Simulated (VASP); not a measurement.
Set up this calculation in VASP 6.6.1, as the native input.

| Quantity | Value |
| --- | --- |
| Task | single point |
| Functional | r2SCAN |
| Potentials or basis | VASP PAW PBE potentials, release 64 (Na_pv, H) |
| Cutoff | 520 eV |
| k mesh | 8 × 8 × 8 |
| Occupations | fermi-dirac, width 0.2 eV |
| Spin | no spin polarisation |
| Dipole correction | no |
| Further INCAR settings | ALGO = Normal; EDIFF = 1e-07; NBANDS = 11 |

NaH:

```
Na H
1.0
    -0.26967    2.39703    2.27119
     2.39703   -0.26967    2.27119
     2.12737    2.12737    0.00000
Na H
1 1
Direct
  0.00000 0.00000 0.00000
  0.50000 0.50000 0.50000
```

This cell differs from its parent crystal: engineering shear strain xy -0.2250, normal strain along z -0.0525.

The input as run:

POSCAR

```
NaH
1.0
   -0.2696660593      2.3970316378      2.2711874768
    2.3970316378     -0.2696660593      2.2711874768
    2.1273655785      2.1273655785      0.0000000000
Na H
1 1
Direct
    0.0000000000      0.0000000000      0.0000000000
    0.5000000000      0.5000000000      0.5000000000
```

INCAR.step1

```
SYSTEM = NaH
PREC = Accurate
ENCUT = 520
ISMEAR = -1
SIGMA = 0.2
LREAL = .False.
LASPH = .True.
NELM = 80
NBANDS = 11
GGA = PE
ALGO = Normal
EDIFF = 1E-4
LWAVE = .True.
LCHARG = .False.
```

INCAR.step2

```
SYSTEM = NaH
PREC = Accurate
ENCUT = 520
EDIFF = 1E-7
ISMEAR = -1
SIGMA = 0.2
LREAL = .False.
LASPH = .True.
NELM = 80
ALGO = Normal
ISIF = 2
LWAVE = .False.
LCHARG = .False.
METAGGA = R2SCAN
LMIXTAU = .True.
NBANDS = 11
ISTART = 1
```

KPOINTS

```
Automatic mesh
0
Gamma
  8 8 8
  0 0 0
```

Potentials or basis: VASP PAW PBE potentials, release 64 (Na_pv, H).

Launch:

```console
$ cat potpaw_PBE.64/Na_pv/POTCAR potpaw_PBE.64/H/POTCAR > POTCAR
$ cp INCAR.step1 INCAR
$ mpirun -np 1 vasp_std > vasp.out
$ cp INCAR.step2 INCAR
$ mpirun -np 1 vasp_std > vasp.out
```

It gave:

The pressure is 1.5 GPa. The band gap on the k mesh is 3.67 eV (least direct gap 5.22 eV).

Caveat: the cell differs from its parent crystal (engineering shear strain xy -0.2250, normal strain along z -0.0525); the PAW data sets were made with another functional, which shifts forces and pressure a little.

Run time: 53 s on 1 thread of Intel(R) Xeon(R) 6975P-C (Granite Rapids), with other jobs on the host, peak memory 0.15 GiB.
